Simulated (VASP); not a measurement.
# CdTe (F-43m) in VASP: single point with r2SCAN

Aim: the single point of CdTe with r2SCAN.

Everything below comes from runs of VASP 6.6.1. Logs are shortened: lines on timing, memory, paths and dates and some standing lists are left out, and cuts for length are marked.

### Step 1. The cell of the first run

The structure is cubic, space group F-43m (No. 216). Conventional cell: a = 6.248 Å, b = 6.248 Å, c = 6.248 Å, α = 90.00°, β = 90.00°, γ = 90.00°. Te (site symmetry -43m) has 4 Cd at 2.71 Å within 3.6 Å. Cd (site symmetry -43m) has 4 Te at 2.71 Å within 3.6 Å.

### Step 2. Single point, r2SCAN

Input file POSCAR:

```
CdTe
1.0
    0.0000000000      3.1241440000      3.1241440000
    3.1241440000      0.0000000000      3.1241440000
    3.1241440000      3.1241440000      0.0000000000
Te Cd
1 1
Direct
    0.2500000000      0.2500000000      0.2500000000
    0.0000000000      0.0000000000      0.0000000000
```

Input file INCAR.step1:

```
PREC = Accurate ; ENCUT = 520
ISMEAR = 0 ; SIGMA = 0.0202
LREAL = False ; LASPH = True
NELM = 100 ; NBANDS = 16
GGA = PE ; ALGO = Normal
EDIFF = 1E-4 ; LWAVE = True
LCHARG = False
```

Input file INCAR.step2:

```
PREC = Accurate ; ENCUT = 520
EDIFF = 1E-7 ; ISMEAR = 0
SIGMA = 0.0202 ; LREAL = False
LASPH = True ; NELM = 100
ALGO = Normal ; ISIF = 2
LWAVE = False ; LCHARG = False
METAGGA = R2SCAN ; LMIXTAU = True
NBANDS = 16 ; ISTART = 1
```

Input file KPOINTS:

```
regular mesh
0
Gamma
  7 7 7
```

Potentials or basis: VASP PAW PBE potentials, release 64 (Te, Cd).

Launch:

```bash
$ cat potpaw_PBE.64/Te/POTCAR potpaw_PBE.64/Cd/POTCAR > POTCAR
$ cp INCAR.step1 INCAR
$ mpirun -np 1 vasp_std > vasp.out
$ cp INCAR.step2 INCAR
$ mpirun -np 1 vasp_std > vasp.out
```

OUTCAR:

```text
PREC = Accurate
   ENCUT = 520
   EDIFF = 1E-7
   ISMEAR = 0
   LREAL = False
   LASPH = True
   NELM = 100
   ISIF = 2
   METAGGA = R2SCAN
   ISTART = 1

 ion  position               nearest neighbor table
   1  0.250  0.250  0.250-   2 2.71   2 2.71   2 2.71   2 2.71
   2  0.000  0.000  0.000-   1 2.71   1 2.71   1 2.71   1 2.71

  LATTYP: Found a face centered cubic cell.
 ALAT       =     6.2482880000

  Lattice vectors:

 A1 = (   0.0000000000,   3.1241440000,   3.1241440000)
 A2 = (   3.1241440000,   0.0000000000,   3.1241440000)
 A3 = (   3.1241440000,   3.1241440000,   0.0000000000)

Analysis of symmetry for initial positions (statically):
=====================================================================
 Subroutine PRICEL returns:
 Original cell was already a primitive cell.

 Routine SETGRP: Setting up the symmetry group for a
 face centered cubic supercell.

 Subroutine GETGRP returns: Found 24 space group operations
 (whereof 24 operations were pure point group operations)
 out of a pool of 48 trial point group operations.

The static configuration has the point symmetry T_d .

Analysis of symmetry for dynamics (positions and initial velocities):
=====================================================================
 Subroutine PRICEL returns:
 Original cell was already a primitive cell.

 Routine SETGRP: Setting up the symmetry group for a
 face centered cubic supercell.

 Subroutine GETGRP returns: Found 24 space group operations
 (whereof 24 operations were pure point group operations)
 out of a pool of 48 trial point group operations.

The dynamic configuration has the point symmetry T_d .

 Subroutine INISYM returns: Found 24 space group operations
 (whereof 24 operations are pure point group operations),
 and found     1 'primitive' translations

----------------------------------------------------------------------------------------

                                     Primitive cell

  volume of cell :      60.9850

  direct lattice vectors                    reciprocal lattice vectors
     0.000000000  3.124144000  3.124144000    -0.160043839  0.160043839  0.160043839
     3.124144000  0.000000000  3.124144000     0.160043839 -0.160043839  0.160043839
     3.124144000  3.124144000  0.000000000     0.160043839  0.160043839 -0.160043839

  length of vectors
     4.418206816  4.418206816  4.418206816     0.277204061  0.277204061  0.277204061

  position of ions in fractional coordinates (direct lattice)
     0.250000000  0.250000000  0.250000000
     0.000000000  0.000000000  0.000000000

  ion indices of the primitive-cell ions
   primitive index   ion index
                 1           1
                 2           2

----------------------------------------------------------------------------------------

 KPOINTS: regular mesh

Automatic generation of k-mesh.
 Grid dimensions read from file:
 generate k-points for:    7    7    7

 Generating k-lattice:

  Cartesian coordinates                     Fractional coordinates (reciprocal lattice)
    -0.022863406  0.022863406  0.022863406     0.142857143  0.000000000  0.000000000
     0.022863406 -0.022863406  0.022863406     0.000000000  0.142857143  0.000000000
     0.022863406  0.022863406 -0.022863406     0.000000000  0.000000000  0.142857143

  Length of vectors
     0.039600580  0.039600580  0.039600580

  Shift w.r.t. Gamma in fractional coordinates (k-lattice)
     0.000000000  0.000000000  0.000000000

 Subroutine IBZKPT returns following result:
 ===========================================

 Found     20 irreducible k-points:

 Following reciprocal coordinates:
            Coordinates               Weight
  0.000000  0.000000  0.000000      1.000000
  0.142857  0.000000  0.000000      8.000000
  0.285714  0.000000  0.000000      8.000000
  0.428571  0.000000  0.000000      8.000000
  0.142857  0.142857  0.000000      6.000000
  0.285714  0.142857  0.000000     24.000000
[... 12 lines left out ...]
 -0.428571  0.428571  0.142857     24.000000
 -0.285714  0.428571  0.142857     24.000000
   k-points           NKPTS =     20   k-points in BZ     NKDIM =     20   number of bands    NBANDS=     16
   number of dos      NEDOS =    301   number of ions     NIONS =      2
   total plane-waves  NPLWV =  46656
   dimension x,y,z NGX =    36 NGY =   36 NGZ =   36
   dimension x,y,z NGXF=    72 NGYF=   72 NGZF=   72
   ions per type =               1   1
   NGX,Y,Z   is equivalent  to a cutoff of  13.55, 13.55, 13.55 a.u.
   NGXF,Y,Z  is equivalent  to a cutoff of  27.09, 27.09, 27.09 a.u.
 SYSTEM =  unknown system
   PREC   = accura    normal or accurate (medium, high low for compatibility)
   ISTART =      1    job   : 0-new  1-cont  2-samecut
   ICHARG =      0    charge: 1-file 2-atom 10-const
   ISPIN  =      1    spin polarized calculation?
   LNONCOLLINEAR =      F non collinear calculations
   LSORBIT =      F    spin-orbit coupling
   LASPH  =      T    aspherical Exc in radial PAW
   ENCUT  =  520.0 eV  38.22 Ry    6.18 a.u.   8.21  8.21  8.21*2*pi/ulx,y,z
   NELM   =    100;   NELMIN=  2; NELMDL=  0     # of ELM steps
   EDIFF  = 0.1E-06   stopping-criterion for ELM
   LREAL  =      F    real-space projection
   EDIFFG = 0.1E-05   stopping-criterion for IOM
   NSW    =      0    number of steps for IOM
   IBRION =     -1    ionic relax: 0-MD 1-quasi-New 2-CG
   NFREE  =      0    steps in history (QN), initial steepest desc. (CG)
   ISIF   =      2    stress and relaxation
   ISYM   =      2    0-nonsym 1-usesym 2-fastsym
   POTIM  = 0.5000    time-step for ionic-motion
   TEBEG  =    0.0;   TEEND  =   0.0 temperature during run
   PSTRESS=    0.0 pullay stress
   NELECT =      18.0000    total number of electrons
   NUPDOWN=      -1.0000    fix difference up-down
   EMIN   =  10.00;   EMAX   =-10.00  energy-range for DOS
   EFERMI =   0.00;   METHOD = LEGACY
   ISMEAR =     0;   SIGMA  =   0.02  broadening in eV -4-tet -1-fermi 0-gaus
   EFERMI_NEDOS =   21; number of points for ismear=-14 and -15
   IALGO  =     38    algorithm
   IMIX   =      4    mixing-type and parameters
     AMIX     =   0.40;   BMIX     =  1.00
     AMIX_MAG =   1.60;   BMIX_MAG =  1.00
  volume/ion in A,a.u.               =      30.49       205.77
  Fermi-wavevector in a.u.,A,eV,Ry     =   1.089995  2.059792 16.164942  1.188090
  Thomas-Fermi vector in A             =   2.226210
   LORBIT       =      0    0 simple, 1 ext, 2 COOP (PROOUT), +10 PAW based schemes
   METAGGA = R2SCAN    functional components
   LHFCALC =     F    Hartree Fock is set to
   AEXX    =    0.0000 exact exchange contribution
   IVDW    =     0    specifies the selected vdW correction
   LEPSILON=     F    determine dielectric tensor
   LRPA    =     F    only Hartree local field effects (RPA)
 non-spin polarized calculation
 Gauss-broadening in eV      SIGMA  =   0.02
  energy-cutoff  :      520.00
  volume of cell :       60.99
 maximum number of plane-waves:      1652
 NGX is ok and might be reduce to    36
   NGX = 17   NGY = 17   NGZ = 17

 number of electron      18.0000002 magnetization

 Free energy of the ion-electron system (eV)
  ---------------------------------------------------
  ext. energy  EPLUGINS =         0.00000000
  ---------------------------------------------------
  free energy    TOTEN  =       -46.42337452 eV

  energy without entropy =      -46.42337452  energy(sigma->0) =      -46.42337452

 E-fermi :   3.3218     XC(G=0):  -9.6282

 val. band max:        3.1893641955   @ k =   0.0000   0.0000   0.0000
 cond. band min:       4.8297470297   @ k =   0.0000   0.0000   0.0000
 fundamental gap:      1.6403828343
 Fermi energy:         3.3217658694

 k-point     1 :       0.0000    0.0000    0.0000
  band No.  band energies     occupation
      1      -9.0684      2.00000
      2      -5.8258      2.00000
      3      -5.8258      2.00000
      4      -5.8258      2.00000
      5      -5.4422      2.00000
      6      -5.4422      2.00000
[... 8 lines left out ...]
     15      13.1999      0.00000
     16      13.1999      0.00000

 k-point     2 :       0.1429    0.0000    0.0000
  band No.  band energies     occupation
      1      -8.9694      2.00000
      2      -5.8053      2.00000
      3      -5.8053      2.00000
      4      -5.7539      2.00000
      5      -5.4439      2.00000
      6      -5.4439      2.00000
[... 8 lines left out ...]
     15      12.2528      0.00000
     16      12.2528      0.00000

 k-point     3 :       0.2857    0.0000    0.0000
  band No.  band energies     occupation
      1      -8.7453      2.00000
      2      -5.7638      2.00000
      3      -5.7638      2.00000
      4      -5.4904      2.00000
      5      -5.4417      2.00000
      6      -5.4417      2.00000
[... 8 lines left out ...]
     15      12.3193      0.00000
     16      12.3193      0.00000

 k-point     4 :       0.4286    0.0000    0.0000
  band No.  band energies     occupation
      1      -8.5687      2.00000
      2      -5.7369      2.00000
      3      -5.7369      2.00000
      4      -5.4320      2.00000
      5      -5.4320      2.00000
      6      -5.0658      2.00000
[... 8 lines left out ...]
     15      13.7611      0.00000
     16      13.7611      0.00000
[... 248 lines left out ...]
 k-point    18 :      -0.4286    0.2857    0.1429
  band No.  band energies     occupation
      1      -8.4656      2.00000
      2      -5.6890      2.00000
      3      -5.6728      2.00000
      4      -5.4822      2.00000
      5      -5.4334      2.00000
      6      -4.8780      2.00000
[... 8 lines left out ...]
     15      14.0514      0.00000
     16      14.8777      0.00000

 k-point    19 :      -0.4286    0.4286    0.1429
  band No.  band energies     occupation
      1      -8.4118      2.00000
      2      -5.6450      2.00000
      3      -5.6333      2.00000
      4      -5.5289      2.00000
      5      -5.4185      2.00000
      6      -4.7887      2.00000
[... 8 lines left out ...]
     15      14.9780      0.00000
     16      15.8722      0.00000

 k-point    20 :      -0.2857    0.4286    0.1429
  band No.  band energies     occupation
      1      -8.3995      2.00000
      2      -5.6597      2.00000
      3      -5.6381      2.00000
      4      -5.4899      2.00000
      5      -5.4405      2.00000
      6      -4.6826      2.00000
[... 8 lines left out ...]
     15      14.2509      0.00000
     16      16.4367      0.00000

------------------------ aborting loop because EDIFF is reached ----------------------------------------

  FORCE on cell =-STRESS in cart. coord.  units (eV):
  Direction    XX          YY          ZZ          XY          YZ          ZX
  --------------------------------------------------------------------------------------
  -------------------------------------------------------------------------------------
  Total        3.1935280      3.1935280      3.1935280      0.0000000     -0.0000000      0.0000000
  in kB       83.8992694     83.8992694     83.8992694      0.0000000     -0.0000000      0.0000000
  external PRESSURE =      83.8992694 kB  Pullay stress =       0.0000000 kB

 VOLUME and BASIS-vectors are now :
 -----------------------------------------------------------------------------
  energy-cutoff  :      520.00
  volume of cell :       60.99
      direct lattice vectors                 reciprocal lattice vectors
     0.000000000  3.124144000  3.124144000    -0.160043839  0.160043839  0.160043839
     3.124144000  0.000000000  3.124144000     0.160043839 -0.160043839  0.160043839
     3.124144000  3.124144000  0.000000000     0.160043839  0.160043839 -0.160043839

 POSITION                                       TOTAL-FORCE (eV/Angst)
 -----------------------------------------------------------------------------------
      1.56207      1.56207      1.56207        -0.000000     -0.000000     -0.000000
      0.00000      0.00000      0.00000         0.000000      0.000000      0.000000
 -----------------------------------------------------------------------------------
    total drift:                               -0.000002     -0.000002     -0.000002

  FREE ENERGIE OF THE ION-ELECTRON SYSTEM (eV)
  ---------------------------------------------------
  free  energy   TOTEN  =       -46.4233745164 eV

  energy  without entropy=      -46.4233745164  energy(sigma->0) =      -46.42337452
```

Wall time 66 s (1 thread of Intel Xeon 6975P-C, shared host); peak memory 0.22 GiB.

Results:

```
Free energy            : -46.4234 eV
Pressure               : 8.4 GPa
Band gap on the k mesh : 1.64 eV, direct
```

Levels at points of the mesh, in eV from the valence-band top:
```tsv
k point	band 6	band 7	band 8	band 9	band 10	band 11	band 12	band 13
(0.00, 0.00, 0.00)	-8.63	0.00	0.00	0.00	1.64	4.92	4.92	4.92
```

Caveat: the PAW data sets were made with another functional, which shifts forces and pressure a little; spin-orbit coupling is left out, which moves the levels of the heavy elements.
